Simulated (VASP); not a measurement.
# SnO2 in VASP: notebook, part 2 of 2

VASP 6.6.1. Earlier steps stand in the parts before.

**4. Single point, PBE+D3(BJ)**

This run uses another cell than the first one.

The input, INCAR:

```
SYSTEM = SnO2
PREC = Accurate ; ENCUT = 520
EDIFF = 1E-7 ; ISMEAR = 0
SIGMA = 0.1 ; LREAL = .False.
LASPH = .True. ; NELM = 80
ALGO = Normal ; ISIF = 2
LWAVE = .False. ; LCHARG = .False.
LDIPOL = .True. ; IDIPOL = 3
DIPOL = 0.5 0.5 0.293 ; GGA = PE
IVDW = 12 ; NBANDS = 35
```

The input, KPOINTS:

```
Automatic mesh
0
Gamma
  6 6 1
  0 0 0
```

The input, POSCAR:

```
SnO2
1.0
    2.8115936620      0.0000000000      0.0000000000
    0.0000000000      2.8115936620      0.0000000000
    0.0000000000      0.0000000000     35.8088004400
Sn O
2 4
Direct
    0.0000000000      0.0000000000      0.2326850724
    0.5000000000      0.5000000000      0.3537629444
    0.5000000000      0.5000000000      0.2654757472
    0.5000000000      0.5000000000      0.1993761314
    0.0000000000      0.0000000000      0.3870718853
    0.0000000000      0.0000000000      0.3209722696
```

Potentials or basis: VASP PAW PBE potentials, release 64 (Sn_d, O).

Run with:

```
$ cat potpaw_PBE.64/Sn_d/POTCAR potpaw_PBE.64/O/POTCAR > POTCAR
$ mpirun -np 1 vasp_std > vasp.out
```

OUTCAR:

```text
SYSTEM = SnO2
   PREC = Accurate
   ENCUT = 520
   EDIFF = 1E-7
   ISMEAR = 0
   LREAL = .False.
   LASPH = .True.
   NELM = 80
   ISIF = 2
   GGA = PE
   IVDW = 12
 IVDW          = 12

 ion  position               nearest neighbor table
   1  0.000  0.000  0.233-   3 2.31   3 2.31   3 2.31   3 2.31   4 2.32   4 2.32   4 2.32   4 2.32

   2  0.500  0.500  0.354-   6 2.31   6 2.31   6 2.31   6 2.31   5 2.32   5 2.32   5 2.32   5 2.32

   3  0.500  0.500  0.265-   1 2.31   1 2.31   1 2.31   1 2.31
   4  0.500  0.500  0.199-   1 2.32   1 2.32   1 2.32   1 2.32
   5  0.000  0.000  0.387-   2 2.32   2 2.32   2 2.32   2 2.32
   6  0.000  0.000  0.321-   2 2.31   2 2.31   2 2.31   2 2.31

  LATTYP: Found a simple tetragonal cell.
 ALAT       =     2.8115936620
 C/A-ratio  =    12.7361221943

  Lattice vectors:

 A1 = (   2.8115936620,   0.0000000000,   0.0000000000)
 A2 = (   0.0000000000,   2.8115936620,   0.0000000000)
 A3 = (   0.0000000000,   0.0000000000,  35.8088004400)

Analysis of symmetry for initial positions (statically):
=====================================================================
 Subroutine PRICEL returns:
 Original cell was already a primitive cell.

 Routine SETGRP: Setting up the symmetry group for a
 simple tetragonal supercell.

 Subroutine GETGRP returns: Found 16 space group operations
 (whereof  8 operations were pure point group operations)
 out of a pool of 16 trial point group operations.

The static configuration has the point symmetry C_4v.
 The point group associated with its full space group is D_4h.

Analysis of symmetry for dynamics (positions and initial velocities):
=====================================================================
 Subroutine PRICEL returns:
 Original cell was already a primitive cell.

 Routine SETGRP: Setting up the symmetry group for a
 simple tetragonal supercell.

 Subroutine GETGRP returns: Found 16 space group operations
 (whereof  8 operations were pure point group operations)
 out of a pool of 16 trial point group operations.
[... 124 lines left out ...]
   LEPSILON=     F    determine dielectric tensor
   LRPA    =     F    only Hartree local field effects (RPA)
 non-spin polarized calculation
 Gauss-broadening in eV      SIGMA  =   0.10
  energy-cutoff  :      520.00
  volume of cell :      283.07
 maximum number of plane-waves:      7696
 NGX is ok and might be reduce to    24
   NGX = 11   NGY = 11   NGZ =133

 dipolmoment           0.000000      0.000000      0.000001 electrons x Angstroem

 number of electron      52.0000009 magnetization

 dipolmoment           0.000000      0.000000     -0.000001 electrons x Angstroem

 Free energy of the ion-electron system (eV)
  ---------------------------------------------------
  ext. energy  EPLUGINS =         0.00000000
  ---------------------------------------------------
  free energy    TOTEN  =       -30.13175004 eV

  energy without entropy =      -30.11386653  energy(sigma->0) =      -30.12280829

 E-fermi :  -4.2431     XC(G=0):  -3.1812

 val. band max:       -4.2546243513   @ k =   0.5000   0.5000   0.0000
 cond. band min:      -3.5497177990   @ k =   0.0000   0.0000   0.0000
 fundamental gap:      0.7049065524
 Fermi energy:        -4.2430694732

 k-point     1 :       0.0000    0.0000    0.0000
  band No.  band energies     occupation
      1     -26.3734      2.00000
      2     -26.3733      2.00000
      3     -26.0793      2.00000
      4     -26.0754      2.00000
      5     -25.6256      2.00000
      6     -25.6256      2.00000
[... 369 lines left out ...]
     34       1.5285      0.00000
     35      11.4539      0.00000

------------------------ aborting loop because EDIFF is reached ----------------------------------------

 vacuum level on the upper side and lower side of the slab       (xc-potential included)        -0.007        -0.007

 Edisp (eV)   -1.05934

 E8    (eV) :    -0.4359

  FORCE on cell =-STRESS in cart. coord.  units (eV):
  Direction    XX          YY          ZZ          XY          YZ          ZX
  --------------------------------------------------------------------------------------
  -------------------------------------------------------------------------------------
  Total       0.21640     0.21640     0.06735     0.00000     0.00000     0.00000
  in kB       1.22485     1.22485     0.38119     0.00000     0.00000     0.00000
  external pressure =        0.94 kB  Pullay stress =        0.00 kB

 VOLUME and BASIS-vectors are now :
 -----------------------------------------------------------------------------
  energy-cutoff  :      520.00
  volume of cell :      283.07
      direct lattice vectors                 reciprocal lattice vectors
     2.811593662  0.000000000  0.000000000     0.355670172  0.000000000  0.000000000
     0.000000000  2.811593662  0.000000000     0.000000000  0.355670172  0.000000000
     0.000000000  0.000000000 35.808800440     0.000000000  0.000000000  0.027926096

 POSITION                                       TOTAL-FORCE (eV/Angst)
 -----------------------------------------------------------------------------------
      0.00000      0.00000      8.33217         0.000000      0.000000      0.010885
      1.40580      1.40580     12.66783        -0.000000     -0.000000     -0.010885
      1.40580      1.40580      9.50637        -0.000000     -0.000000      0.038914
      1.40580      1.40580      7.13942         0.000000      0.000000     -0.045717
      0.00000      0.00000     13.86058         0.000000     -0.000000      0.045717
      0.00000      0.00000     11.49363         0.000000     -0.000000     -0.038914
 -----------------------------------------------------------------------------------
    total drift:                                0.000000      0.000000     -0.000108

  FREE ENERGIE OF THE ION-ELECTRON SYSTEM (eV)
  ---------------------------------------------------
  free  energy   TOTEN  =       -31.1910904736 eV

  energy  without entropy=      -31.1732069625  energy(sigma->0) =      -31.18214872

 vacuum level on the upper side and lower side of the slab         3.674         3.675
```

OSZICAR:

```text
N       E                     dE             d eps       ncg     rms          rms(c)
DAV:   1     0.570027671580E+03    0.57003E+03   -0.24647E+04   772   0.145E+03
DAV:   2     0.570072604530E+02   -0.51302E+03   -0.49669E+03   938   0.377E+02
DAV:   3    -0.322495465722E+02   -0.89257E+02   -0.87926E+02   841   0.178E+02
[... 15 lines left out ...]
DAV:  19    -0.301317472385E+02   -0.19434E-05   -0.31046E-08   560   0.781E-04    0.159E-04
DAV:  20    -0.301317493261E+02   -0.20877E-05   -0.35991E-08   529   0.640E-04    0.116E-04
DAV:  21    -0.301317497279E+02   -0.40175E-06   -0.38467E-09   544   0.470E-04    0.654E-05
DAV:  22    -0.301317500094E+02   -0.28145E-06   -0.20904E-09   492   0.267E-04    0.340E-05
DAV:  23    -0.301317500449E+02   -0.35525E-07    0.93071E-11   513   0.175E-04
   1 F= -.31191090E+02 E0= -.31182149E+02  d E =-.178835E-01
```

It took 4.5 min on 1 thread of Intel Xeon 8259CL, shared host; peak memory 0.44 GiB.

What came out:

```
Free energy                : -31.1911 eV
Largest force              : 0.046 eV/Å
Band gap on the k mesh     : zero (bands 26 and 27 overlap by 0.20 eV)
Dispersion energy per atom : -0.177 eV
```

Forces on the atoms (eV/Å):
```
Sn   0.000  0.000  0.011
Sn   0.000  0.000 -0.011
O    0.000  0.000  0.039
O    0.000  0.000 -0.046
O    0.000  0.000  0.046
O    0.000  0.000 -0.039
```

Caveat: the k points lie up to 0.37 Å⁻¹ apart; spin-orbit coupling is left out, which moves the levels of the heavy elements.

The gap in the log of VASP goes by the Fermi energy; the results here count the filled bands.